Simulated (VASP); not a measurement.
Here is a VASP 6.6.1 calculation.

Contents of POSCAR:

```
ZnSe
1.0
    0.0000000000      2.6299301862      2.6299301862
    2.6299301862      0.0000000000      2.6299301862
    2.6299301862      2.6299301862      0.0000000000
Zn Se
1 1
Direct
    0.0000000000      0.0000000000      0.0000000000
    0.2500000000      0.2500000000      0.2500000000
```

The input INCAR.step1:

```
PREC = Accurate
ENCUT = 550
ISMEAR = 0
SIGMA = 0.05
LREAL = False
LASPH = True
NELM = 120
NBANDS = 16
GGA = PE
ALGO = Normal
EDIFF = 1E-5
LWAVE = True
LCHARG = False
GGA_COMPAT = False
```

INCAR.step2

```
PREC = Accurate
ENCUT = 550
EDIFF = 1E-6
ISMEAR = 0
SIGMA = 0.05
LREAL = False
LASPH = True
NELM = 120
ALGO = Normal
ISIF = 2
LWAVE = False
LCHARG = False
METAGGA = R2SCAN
LMIXTAU = True
NBANDS = 16
ISTART = 1
GGA_COMPAT = False
```

KPOINTS

```
Automatic mesh
0
Gamma
  6 6 6
```

Potentials or basis: VASP PAW PBE potentials, release 64 (Zn, Se).

Run with:

```console
$ cat potpaw_PBE.64/Zn/POTCAR potpaw_PBE.64/Se/POTCAR > POTCAR
$ cp INCAR.step1 INCAR
$ mpirun -np 1 vasp_std > vasp.out
$ cp INCAR.step2 INCAR
$ mpirun -np 1 vasp_std > vasp.out
```

(1) Predict the band gap on the k mesh.

(2) Predict the pressure.

## Answers

(1) 2.73 eV (least direct gap 2.92 eV).

(2) 24.2 GPa.

Caveat: the cell stands under pressure; the PAW data sets were made with another functional, which shifts forces and pressure a little.
